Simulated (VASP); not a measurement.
**SiC: vibrations by perturbation theory with PBEsol**

SiC:

```
Si C
1.0
     2.17841    2.17841    0.00000
    -2.17841    2.17841    0.00000
     0.00000    2.17841    2.17841
Si C
1 1
Direct
  0.00000 0.00000 0.00000
  0.75000 0.25000 0.50000
```

```json
{
 "Program": "VASP 6.6.1",
 "Task": "vibrations by perturbation theory",
 "Functional": "PBEsol",
 "Potentials or basis": "VASP PAW PBE potentials, release 64 (Si, C)",
 "Cutoff": "520 eV",
 "k mesh": "10 × 10 × 10",
 "Occupations": "gaussian, width 0.01 eV",
 "Spin": "no spin polarisation",
 "Dipole correction": "no",
 "Further INCAR settings": "ALGO = Normal; EDIFF = 1e-08; NBANDS = 11; IBRION = 8; NSW = 1"
}
```

| Property | Result |
| --- | --- |
| Highest phonon frequency at Γ, LO-TO splitting left out | 788 cm⁻¹ |

Phonon frequencies in cm⁻¹ (negative: imaginary):
```
              q point        frequencies
(0.000, 0.000, 0.000)  0 0 0 788 788 788
```

It took 77 s on 1 thread of Intel(R) Xeon(R) Platinum 8259CL CPU @ 2.50GHz (Skylake/Cascade Lake), on a shared host, peak memory 0.2 GiB.
